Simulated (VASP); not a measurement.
# Ti (Fm-3m) in VASP: further runs

Runs on Ti. Level: r2SCAN. Tasks: single point.

All numbers are computed with VASP 6.6.1; they aren't measurements. Logs are shortened: lines on timing, memory, paths and dates and some standing lists are left out, and cuts for length are marked.

### 1 The cell of the first run

It takes space group Fm-3m (No. 225, cubic). The conventional cell has a = 4.267 Å, b = 4.267 Å, c = 4.267 Å, α = 90.00°, β = 90.00°, γ = 90.00°. Ti (site symmetry m-3m) has 12 Ti at 3.02 Å within 4.0 Å.

This isn't the form of Ti at room conditions, which is hcp.

### 2 Single point, r2SCAN, collinear spin (19.42 Å³/atom)

POSCAR reads:

```
Ti
1.0
    0.0000000000      2.1334598945      2.1334598945
    2.1334598945      0.0000000000      2.1334598945
    2.1334598945      2.1334598945      0.0000000000
Ti
1
Direct
    0.0000000000      0.0000000000      0.0000000000
```

INCAR.step1 reads:

```
ALGO = Normal ; EDIFF = 1E-4
ENCUT = 520 ; GGA = PE
ISMEAR = -1 ; ISPIN = 2
LASPH = True ; LCHARG = False
LMAXMIX = 4 ; LREAL = False
LWAVE = True ; MAGMOM = 1
NBANDS = 16 ; NELM = 150
PREC = Accurate ; SIGMA = 0.05
```

INCAR.step2 reads:

```
ALGO = Normal ; EDIFF = 1E-6
ENCUT = 520 ; ISIF = 2
ISMEAR = -1 ; ISPIN = 2
ISTART = 1 ; LASPH = True
LCHARG = False ; LMAXMIX = 4
LMIXTAU = True ; LORBIT = 11
LREAL = False ; LWAVE = False
MAGMOM = 1 ; METAGGA = R2SCAN
NBANDS = 16 ; NELM = 150
PREC = Accurate ; SIGMA = 0.05
```

KPOINTS reads:

```
k-points
0
Gamma
  15 15 15
```

Potentials or basis: VASP PAW PBE potentials, release 64 (Ti_sv).

Command:

```
cat potpaw_PBE.64/Ti_sv/POTCAR > POTCAR
cp INCAR.step1 INCAR
mpirun -np 1 vasp_std > vasp.out
cp INCAR.step2 INCAR
mpirun -np 1 vasp_std > vasp.out
```

OUTCAR:

```text
EDIFF = 1E-6
   ENCUT = 520
   ISIF = 2
   ISMEAR = -1
   ISPIN = 2
   ISTART = 1
   LASPH = True
   LORBIT = 11
   LREAL = False
   METAGGA = R2SCAN
   NELM = 150
   PREC = Accurate

 ion  position               nearest neighbor table
   1  0.000  0.000  0.000-

  LATTYP: Found a face centered cubic cell.
 ALAT       =     4.2669197890

  Lattice vectors:

 A1 = (   0.0000000000,   2.1334598945,   2.1334598945)
 A2 = (   2.1334598945,   0.0000000000,   2.1334598945)
 A3 = (   2.1334598945,   2.1334598945,   0.0000000000)

Analysis of symmetry for initial positions (statically):
=====================================================================
 Subroutine PRICEL returns:
 Original cell was already a primitive cell.

 Routine SETGRP: Setting up the symmetry group for a
 face centered cubic supercell.

 Subroutine GETGRP returns: Found 48 space group operations
 (whereof 48 operations were pure point group operations)
 out of a pool of 48 trial point group operations.

The static configuration has the point symmetry O_h .

Analysis of symmetry for dynamics (positions and initial velocities):
=====================================================================
 Subroutine PRICEL returns:
 Original cell was already a primitive cell.

 Routine SETGRP: Setting up the symmetry group for a
 face centered cubic supercell.

 Subroutine GETGRP returns: Found 48 space group operations
 (whereof 48 operations were pure point group operations)
 out of a pool of 48 trial point group operations.

The dynamic configuration has the point symmetry O_h .

Analysis of structural, dynamic, and magnetic symmetry:
=====================================================================
 Subroutine PRICEL returns:
 Original cell was already a primitive cell.

 Routine SETGRP: Setting up the symmetry group for a
 face centered cubic supercell.

 Subroutine GETGRP returns: Found 48 space group operations
 (whereof 48 operations were pure point group operations)
 out of a pool of 48 trial point group operations.

The overall configuration has the point symmetry O_h .

 Subroutine INISYM returns: Found 48 space group operations
 (whereof 48 operations are pure point group operations),
 and found     1 'primitive' translations

----------------------------------------------------------------------------------------

                                     Primitive cell

  volume of cell :      19.4215

  direct lattice vectors                    reciprocal lattice vectors
[... 100 lines left out ...]
   ISMEAR =    -1;   SIGMA  =   0.05  broadening in eV -4-tet -1-fermi 0-gaus
   EFERMI_NEDOS =   21; number of points for ismear=-14 and -15
   IALGO  =     38    algorithm
   IMIX   =      4    mixing-type and parameters
     AMIX     =   0.40;   BMIX     =  1.00
     AMIX_MAG =   1.60;   BMIX_MAG =  1.00
  volume/ion in A,a.u.               =      19.42       131.06
  Fermi-wavevector in a.u.,A,eV,Ry     =   1.394357  2.634953 26.452889  1.944232
  Thomas-Fermi vector in A             =   2.517914
   LORBIT       =     11    0 simple, 1 ext, 2 COOP (PROOUT), +10 PAW based schemes
   METAGGA = R2SCAN    functional components
   LHFCALC =     F    Hartree Fock is set to
   AEXX    =    0.0000 exact exchange contribution
   IVDW    =     0    specifies the selected vdW correction
   LEPSILON=     F    determine dielectric tensor
   LRPA    =     F    only Hartree local field effects (RPA)
 spin polarized calculation
  energy-cutoff  :      520.00
  volume of cell :       19.42
 maximum number of plane-waves:       534
   NGX = 11   NGY = 11   NGZ = 11

 number of electron      12.0000004 magnetization      -0.0000616

 Free energy of the ion-electron system (eV)
  ---------------------------------------------------
  ext. energy  EPLUGINS =         0.00000000
  ---------------------------------------------------
  free energy    TOTEN  =       -12.81934865 eV

  energy without entropy =      -12.80476767  energy(sigma->0) =      -12.81205816

 E-fermi :   7.0813     XC(G=0): -11.8533

 val. band max:        7.0747396641   @ k =   0.4000   0.0000   0.0000
 cond. band min:       7.0929618585   @ k =  -0.2667   0.2667   0.0667
 fundamental gap:      0.0182221944
 Fermi energy:         7.0812710130

 spin component 1

 k-point     1 :       0.0000    0.0000    0.0000
  band No.  band energies     occupation
      1     -52.1959      1.00000
      2     -27.1035      1.00000
      3     -27.1034      1.00000
      4     -27.1034      1.00000
      5       0.8877      1.00000
      6       7.9912      0.00000
[... 435 lines left out ...]
      5       2.0455      1.00000
      6       7.2713      0.02188
[... 8 lines left out ...]
     15      30.6965      0.00000
     16      31.5237      0.00000

 [... further k-points ...]

 spin component 2

 k-point     1 :       0.0000    0.0000    0.0000
  band No.  band energies     occupation
      1     -52.1959      1.00000
      2     -27.1036      1.00000
      3     -27.1035      1.00000
      4     -27.1035      1.00000
      5       0.8876      1.00000
      6       7.9912      0.00000
[... 435 lines left out ...]
      5       2.0455      1.00000
      6       7.2712      0.02191
[... 8 lines left out ...]
     15      30.6965      0.00000
     16      31.5236      0.00000

 [... further k-points ...]

------------------------ aborting loop because EDIFF is reached ----------------------------------------

  FORCE on cell =-STRESS in cart. coord.  units (eV):
  Direction    XX          YY          ZZ          XY          YZ          ZX
  --------------------------------------------------------------------------------------
  -------------------------------------------------------------------------------------
  Total       -1.2199043     -1.2199043     -1.2199043      0.0000000      0.0000000     -0.0000000
  in kB     -100.6358927   -100.6358927   -100.6358927      0.0000000      0.0000000     -0.0000000
  external PRESSURE =    -100.6358927 kB  Pullay stress =       0.0000000 kB

 VOLUME and BASIS-vectors are now :
 -----------------------------------------------------------------------------
  energy-cutoff  :      520.00
  volume of cell :       19.42
      direct lattice vectors                 reciprocal lattice vectors
     0.000000000  2.133459895  2.133459895    -0.234361096  0.234361096  0.234361096
     2.133459895  0.000000000  2.133459895     0.234361096 -0.234361096  0.234361096
     2.133459895  2.133459895  0.000000000     0.234361096  0.234361096 -0.234361096

 POSITION                                       TOTAL-FORCE (eV/Angst)
 -----------------------------------------------------------------------------------
      0.00000      0.00000      0.00000        -0.000000     -0.000000      0.000000
 -----------------------------------------------------------------------------------
    total drift:                               -0.000000      0.000000     -0.000000

  FREE ENERGIE OF THE ION-ELECTRON SYSTEM (eV)
  ---------------------------------------------------
  free  energy   TOTEN  =       -12.8193486483 eV

  energy  without entropy=      -12.8047676706  energy(sigma->0) =      -12.81205816

 total charge

# of ion       s       p       d       tot
------------------------------------------
    1        2.224   6.117   1.755  10.096

 magnetization (x)

# of ion       s       p       d       tot
------------------------------------------
    1       -0.000  -0.000  -0.000  -0.000
```

OUTCAR.step1:

```text
EDIFF = 1E-4
   ENCUT = 520
   GGA = PE
   ISMEAR = -1
   ISPIN = 2
   LASPH = True
[... 1149 lines left out ...]
 POSITION                                       TOTAL-FORCE (eV/Angst)
 -----------------------------------------------------------------------------------
      0.00000      0.00000      0.00000        -0.000000     -0.000000     -0.000000
 -----------------------------------------------------------------------------------
    total drift:                               -0.000000      0.000000      0.000000

  FREE ENERGIE OF THE ION-ELECTRON SYSTEM (eV)
  ---------------------------------------------------
  free  energy   TOTEN  =        -7.7160780849 eV

  energy  without entropy=       -7.7003109577  energy(sigma->0) =       -7.70819452
```

OSZICAR.step1:

```text
N       E                     dE             d eps       ncg     rms          rms(c)
DAV:   1     0.918337089217E+02    0.91834E+02   -0.56703E+03  7688   0.833E+02
DAV:   2    -0.436311088582E+01   -0.96197E+02   -0.92383E+02  8368   0.247E+02
DAV:   3    -0.866809271933E+01   -0.43050E+01   -0.42744E+01  9192   0.524E+01
DAV:   4    -0.875552310330E+01   -0.87430E-01   -0.87392E-01  9280   0.693E+00
DAV:   5    -0.875747513510E+01   -0.19520E-02   -0.19520E-02  9136   0.926E-01    0.877E+00
DAV:   6    -0.771016933423E+01    0.10473E+01   -0.13193E+00  7944   0.169E+01    0.216E+00
DAV:   7    -0.770542150817E+01    0.47478E-02   -0.12930E-01  9944   0.319E+00    0.147E+00
DAV:   8    -0.771015204912E+01   -0.47305E-02   -0.21583E-02  7992   0.150E+00    0.825E-01
DAV:   9    -0.771562391399E+01   -0.54719E-02   -0.10445E-02  8096   0.969E-01    0.272E-01
DAV:  10    -0.771603280298E+01   -0.40889E-03   -0.77613E-04  9576   0.205E-01    0.466E-02
DAV:  11    -0.771607808495E+01   -0.45282E-04   -0.77793E-05  6600   0.772E-02
   1 F= -.77160781E+01 E0= -.77081945E+01  d E =-.157671E-01  mag=    -0.0012
```

Wall time 90 s (1 thread of Intel Xeon 6975P-C (Granite Rapids), shared host); peak memory 0.19 GiB.

Results:

* Free energy: -12.8193 eV
* Pressure: -10.1 GPa
* Band gap on the k mesh: zero (filled and empty bands overlap)
* Net moment: 0.00 μB per cell
* Valence electrons inside the program's atomic spheres: Ti 10.10

Caveat: the cell stands under tension; the PAW data sets were made with another functional, which shifts forces and pressure a little.

### 3 Single point, r2SCAN, collinear spin (18.73 Å³/atom)

This run uses another cell than the first one, of 18.73 Å³/atom.

POSCAR reads:

```
Ti
1.0
    0.0000000000      2.1077530554      2.1077530554
    2.1077530554      0.0000000000      2.1077530554
    2.1077530554      2.1077530554      0.0000000000
Ti
1
Direct
    0.0000000000      0.0000000000      0.0000000000
```

INCAR.step1 reads:

```
ALGO = Normal
EDIFF = 1E-4
ENCUT = 520
GGA = PE
ISMEAR = -1
ISPIN = 2
LASPH = T
LCHARG = F
LMAXMIX = 4
LREAL = F
LWAVE = T
MAGMOM = 1
NBANDS = 16
NELM = 150
PREC = Accurate
SIGMA = 0.05
```

INCAR.step2 reads:

```
ALGO = Normal
EDIFF = 1E-6
ENCUT = 520
ISIF = 2
ISMEAR = -1
ISPIN = 2
ISTART = 1
LASPH = T
LCHARG = F
LMAXMIX = 4
LMIXTAU = T
LORBIT = 11
LREAL = F
LWAVE = F
MAGMOM = 1
METAGGA = R2SCAN
NBANDS = 16
NELM = 150
PREC = Accurate
SIGMA = 0.05
```

KPOINTS reads:

```
k-points
0
Gamma
  22 22 22
```

Potentials or basis: VASP PAW PBE potentials, release 64 (Ti_sv).

Command:

```
cat potpaw_PBE.64/Ti_sv/POTCAR > POTCAR
cp INCAR.step1 INCAR
mpirun -np 1 vasp_std > vasp.out
cp INCAR.step2 INCAR
mpirun -np 1 vasp_std > vasp.out
```

OUTCAR:

```text
EDIFF = 1E-6
   ENCUT = 520
   ISIF = 2
   ISMEAR = -1
   ISPIN = 2
   ISTART = 1
   LASPH = T
   LORBIT = 11
   LREAL = F
   METAGGA = R2SCAN
   NELM = 150
   PREC = Accurate

 ion  position               nearest neighbor table
   1  0.000  0.000  0.000-

  LATTYP: Found a face centered cubic cell.
 ALAT       =     4.2155061108

  Lattice vectors:

 A1 = (   0.0000000000,   2.1077530554,   2.1077530554)
 A2 = (   2.1077530554,   0.0000000000,   2.1077530554)
[... 1120 lines left out ...]
  -------------------------------------------------------------------------------------
  Total       -0.8294647     -0.8294647     -0.8294647      0.0000000     -0.0000000     -0.0000000
  in kB      -70.9609333    -70.9609333    -70.9609333      0.0000000     -0.0000000     -0.0000000
  external PRESSURE =     -70.9609333 kB  Pullay stress =       0.0000000 kB

 VOLUME and BASIS-vectors are now :
 -----------------------------------------------------------------------------
  energy-cutoff  :      520.00
  volume of cell :       18.73
      direct lattice vectors                 reciprocal lattice vectors
     0.000000000  2.107753055  2.107753055    -0.237219440  0.237219440  0.237219440
     2.107753055  0.000000000  2.107753055     0.237219440 -0.237219440  0.237219440
     2.107753055  2.107753055  0.000000000     0.237219440  0.237219440 -0.237219440

 POSITION                                       TOTAL-FORCE (eV/Angst)
 -----------------------------------------------------------------------------------
      0.00000      0.00000      0.00000        -0.000000      0.000000      0.000000
 -----------------------------------------------------------------------------------
    total drift:                               -0.000000      0.000000      0.000000

  FREE ENERGIE OF THE ION-ELECTRON SYSTEM (eV)
  ---------------------------------------------------
  free  energy   TOTEN  =       -12.8565383874 eV

  energy  without entropy=      -12.8428590590  energy(sigma->0) =      -12.84969872

 total charge

# of ion       s       p       d       tot
------------------------------------------
    1        2.230   6.124   1.778  10.133

 magnetization (x)

# of ion       s       p       d       tot
------------------------------------------
    1       -0.000  -0.000  -0.000  -0.000
```

Run time: 5.4 min. Hardware: 1 thread of Intel Xeon 6975P-C (Granite Rapids), shared host; peak memory 0.27 GiB.

Results:

* Free energy: -12.8565 eV
* Pressure: -7.1 GPa
* Band gap on the k mesh: zero (filled and empty bands overlap)
* Net moment: 0.00 μB per cell
* Valence electrons inside the program's atomic spheres: Ti 10.13

Caveat: the cell stands under tension; the PAW data sets were made with another functional, which shifts forces and pressure a little.

### 4 Single point, r2SCAN, collinear spin (19.42 Å³/atom)

POSCAR reads:

```
Ti
1.0
    0.0000000000      2.1334598945      2.1334598945
    2.1334598945      0.0000000000      2.1334598945
    2.1334598945      2.1334598945      0.0000000000
Ti
1
Direct
    0.0000000000      0.0000000000      0.0000000000
```

INCAR.step1 reads:

```
ALGO = Normal ; EDIFF = 1E-4
ENCUT = 520 ; GGA = PE
ISMEAR = -1 ; ISPIN = 2
LASPH = True ; LCHARG = False
LMAXMIX = 4 ; LREAL = False
LWAVE = True ; MAGMOM = 1
NBANDS = 16 ; NELM = 150
PREC = Accurate ; SIGMA = 0.05
```

INCAR.step2 reads:

```
ALGO = Normal ; EDIFF = 1E-6
ENCUT = 520 ; ISIF = 2
ISMEAR = -1 ; ISPIN = 2
ISTART = 1 ; LASPH = True
LCHARG = False ; LMAXMIX = 4
LMIXTAU = True ; LORBIT = 11
LREAL = False ; LWAVE = False
MAGMOM = 1 ; METAGGA = R2SCAN
NBANDS = 16 ; NELM = 150
PREC = Accurate ; SIGMA = 0.05
```

KPOINTS is that of step 3.

Command:

```
cat potpaw_PBE.64/Ti_sv/POTCAR > POTCAR
cp INCAR.step1 INCAR
mpirun -np 1 vasp_std > vasp.out
cp INCAR.step2 INCAR
mpirun -np 1 vasp_std > vasp.out
```

Run time: 4.5 min. Hardware: 1 thread of Intel Xeon 6975P-C (Granite Rapids), shared host; peak memory 0.26 GiB.

The run converged. Its results:

```
Free energy                                           : -12.8196 eV
Pressure                                              : -10.0 GPa
Band gap on the k mesh                                : zero (filled and empty bands overlap)
Net moment                                            : 0.00 μB per cell
Valence electrons inside the program's atomic spheres : Ti 10.10
```

Levels at points of the mesh, in eV from the Fermi level:
Spin up:
```
           k point  band 3  band 4  band 5  band 6  band 7  band 8  band 9  band 10
(0.00, 0.00, 0.00)  -34.18  -34.18   -6.19    0.91    0.91    0.91    2.48     2.48
(0.50, 0.00, 0.00)  -34.25  -34.25   -2.46    0.22    0.87    0.87    3.34     3.34
(0.50, 0.50, 0.00)  -34.35  -34.35   -2.26   -1.48    2.35    3.41    3.53     3.53
```
Spin down:
```tsv
k point	band 4	band 5	band 6	band 7	band 8	band 9
(0.00, 0.00, 0.00)	-34.18	-6.19	0.91	0.91	0.91	2.48
(0.50, 0.00, 0.00)	-34.25	-2.46	0.22	0.87	0.87	3.34
(0.50, 0.50, 0.00)	-34.35	-2.26	-1.48	2.35	3.41	3.53
```

Caveat: the cell stands under tension; the PAW data sets were made with another functional, which shifts forces and pressure a little.

### 5 The runs side by side

```csv
cell,k mesh,gap on the mesh (eV),pressure (GPa),moment (μB)
"a = 3.017 Å, angles 60.0°, 1 atom",15 × 15 × 15,none,-10.1,0.00
"a = 2.981 Å, angles 60.0°, 1 atom",22 × 22 × 22,none,-7.1,0.00
"a = 3.017 Å, angles 60.0°, 1 atom",22 × 22 × 22,none,-10.0,0.00
```

Alike in all rows: task single point; level r2SCAN; potentials or basis VASP PAW PBE potentials, release 64 (Ti_sv); spin collinear; cutoff (eV) 520; smearing fermi-dirac 0.05 eV.

Caveats: the cell stands under tension; the PAW data sets were made with another functional, which shifts forces and pressure a little.

Absolute energies hang on the potentials; compare differences alone.
